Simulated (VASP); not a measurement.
A run of VASP 6.6.1:

File INCAR:

```
PREC = Accurate
ENCUT = 600
EDIFF = 1E-6
ISMEAR = -1
SIGMA = 0.02
LREAL = F
LASPH = T
NELM = 60
ALGO = Normal
ISIF = 3
LWAVE = F
LCHARG = F
GGA = PE
IVDW = 12
IBRION = 2
NSW = 80
EDIFFG = -0.005
```

Contents of KPOINTS:

```
regular mesh
0
Gamma
  12 12 4
```

Contents of POSCAR:

```
SnSe2
1.0
    3.8545658600      0.0000000000      0.0000000000
   -1.9272829300      3.3381519553      0.0000000000
    0.0000000000      0.0000000000      6.1025133820
Sn Se
1 2
Direct
    0.0000000000      0.0000000000      0.0000000000
    0.3333333333      0.6666666667      0.2566576414
    0.6666666667      0.3333333333      0.7433423586
```

Potentials or basis: VASP PAW PBE potentials, release 64 (Sn_d, Se).

Command:

```bash
$ cat potpaw_PBE.64/Sn_d/POTCAR potpaw_PBE.64/Se/POTCAR > POTCAR
$ mpirun -np 1 vasp_std > vasp.out
```

Hardware: 1 thread of AMD EPYC 9R45 96-Core Processor (Zen 5), on a shared host.

**Question.** How long does it take, and how much memory?

**Answer.** It took 6 min on 1 thread of AMD EPYC 9R45 96-Core Processor (Zen 5), with other jobs on the host, peak memory 0.29 GiB. Counts: scf iterations 95, k points 69, ion steps 17.
